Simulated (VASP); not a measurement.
Pb, 4 atoms in the cell. It takes space group Cmce (No. 64, orthorhombic). The conventional cell has a = 3.956 Å, b = 12.548 Å, c = 5.234 Å, α = 90.00°, β = 90.00°, γ = 90.00°. Within 3.4 Å of Pb (site symmetry m) lie 3 Pb at 2.59 to 2.63 Å. 

```yaml
Program: VASP 6.6.1
Task: relaxation of cell and atoms
Functional: PBEsol
Potentials_or_basis: VASP PAW PBE potentials, release 64 (Pb_d)
Cutoff: 600 eV
k_mesh: 4 × 4 × 4
Occupations: gaussian, width 0.1 eV
Spin: no spin polarisation
Dipole_correction: no
Further_INCAR_settings: ALGO = Fast; EDIFF = 1e-07; IBRION = 2; EDIFFG = -0.04; NSW = 90; ISIF = 3
```

Potentials or basis: VASP PAW PBE potentials, release 64 (Pb_d).

Run with:

```bash
$ cat potpaw_PBE.64/Pb_d/POTCAR > POTCAR
$ mpirun -np 1 vasp_std > vasp.out
```

Hardware: 1 thread of Intel(R) Xeon(R) 6975P-C (Granite Rapids), with other jobs on the host.

Question: How long does it take, and how much memory?

Answer: Run time: 60 min on 1 thread of Intel(R) Xeon(R) 6975P-C (Granite Rapids), on a shared host, peak memory 0.43 GiB. Counts: scf iterations 498, k points 21, ion steps 40.
